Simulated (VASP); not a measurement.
Runs of VASP 6.6.1 on Li3SiS2. The structure is that of space group R-3m (No. 166), or close to it. The cells are those of the table. 

```tsv
task	cell	k mesh	cutoff (eV)	gap on the mesh (eV)	largest force (eV/Å)
single point	a = 5.216 Å, 6 atoms	4 × 4 × 4	520	none	0.87
single point	a = 5.275 Å, angles 79.9°, 6 atoms	4 × 4 × 4	520	none	0.04
relaxation of cell and atoms	relaxed from a = 5.216 Å, 6 atoms	4 × 4 × 4	600	none	-
single point	a = 5.283 Å, angles 79.8°, 6 atoms	6 × 6 × 6	520	none	(a)
```

Alike in all rows: level PBE; potentials or basis VASP PAW PBE potentials, release 64 (Li_sv, Si, S); no spin polarisation; smearing gaussian 0.1 eV.

**Question.** Estimate the missing entries.

**Answer.** (a) 0.02.

A gap of «none» marks levels without a gap at the run's occupations.
